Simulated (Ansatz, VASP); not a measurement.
Two plane-wave programs on BaF2

```
Ba F
1.0
     0.00000    3.10005    3.10005
     3.10005    0.00000    3.10005
     3.10005    3.10005    0.00000
Ba F
1 2
Direct
  0.00000 0.00000 0.00000
  0.25000 0.25000 0.25000
  0.75000 0.75000 0.75000
```

Alike in both runs: task relaxation of cell and atoms; functional LDA; k mesh 6 × 6 × 6; occupations gaussian, width 0.02 eV; no spin polarisation.

|  | VASP | Ansatz |
| --- | --- | --- |
| version | VASP 6.6.1 | Ansatz 0.2.0 |
| potentials or method | VASP PAW LDA potentials, release 64 (Ba_sv, F), cutoff 600 eV | scalar-relativistic, plane waves, PAW |
| valence electrons in the cell | 24 | 24 |

|  | VASP | Ansatz | Ansatz less VASP |
| --- | --- | --- | --- |
| gap on the k mesh at the Fermi level, each at its own relaxed structure (eV) | 6.64 | 6.81 | +0.163 |
| relaxed volume (Å³/atom) | 18.78 | 18.41 | -0.372 |
| relaxed cell length with the largest relative difference (Å) | 4.303 | 4.274 | -0.0286 |

LDA's correlation is that of Perdew and Zunger in VASP and of Perdew and Wang (1992) in Ansatz.

Neither program's run includes spin-orbit coupling.
